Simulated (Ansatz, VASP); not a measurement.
# HfC in VASP and in Ansatz

The input INCAR:

```
PREC = Accurate ; ENCUT = 520
EDIFF = 1E-6 ; ISMEAR = -1
SIGMA = 0.08 ; LREAL = False
LASPH = True ; NELM = 100
ALGO = Normal ; ISIF = 2
LWAVE = False ; LCHARG = True
GGA = CA ; LELF = True
LVHAR = True ; NBANDS = 14
```

The input KPOINTS:

```
Automatic mesh
0
Gamma
  17 17 17
```

File POSCAR:

```
HfC
1.0
    0.0000000000      2.1224242169      2.1224242169
    2.1224242169      0.0000000000      2.1224242169
    2.1224242169      2.1224242169      0.0000000000
Hf C
1 1
Direct
    0.0000000000      0.0000000000      0.0000000000
    0.5000000000      0.5000000000      0.5000000000
```

Input for Ansatz:

```yaml
crystal:
  lattice:
    - [0.0, 2.1224242169, 2.1224242169]
    - [2.1224242169, 0.0, 2.1224242169]
    - [2.1224242169, 2.1224242169, 0.0]
  atoms:
    - { symbol: Hf, position: [0.0, 0.0, 0.0] }
    - { symbol: C, position: [0.5, 0.5, 0.5] }
kpoints:
  mp_grid: { grid: [17, 17, 17] }
scf:
  occupations: { method: fermi_dirac, width: 0.08 }
hamiltonian:
  xc: lda
  pseudopotentials: { kind: paw }
output:
  forces: true
  stress: true
  eigenvalues: true
  populations: true
```

Change from the starting cell: volume scaled by 0.8, PAW files.

Alike in both runs: task single point; functional LDA; k mesh 17 × 17 × 17; occupations fermi-dirac, width 0.08 eV; no spin polarisation.

|  | VASP | Ansatz |
| --- | --- | --- |
| version | VASP 6.6.1 | Ansatz 0.2.0 |
| potentials or method | VASP PAW LDA potentials, release 64 (Hf_pv, C) | PAW with Ansatz's default frozen-core files, scalar-relativistic |
| plane-wave cutoff (eV) | 520 | 420 |
| valence electrons in the cell | 14 | 30 |

Ansatz gave:

| Property | Result |
| --- | --- |
| pressure (GPa) | 90.1 |

Question: Which values does VASP return?

Answer: Pressure (GPa): 94.3.

LDA's correlation is that of Perdew and Zunger in VASP and of Perdew and Wang (1992) in Ansatz. Both programs put the cell under a high pressure, so it lies far from rest at this level. VASP's potentials hold 14 valence electrons a cell and Ansatz's 30, so a difference there can come from the potentials and not from the codes.

Neither program's run includes spin-orbit coupling. Noted on VASP's run: the cell as given lies far from equilibrium.
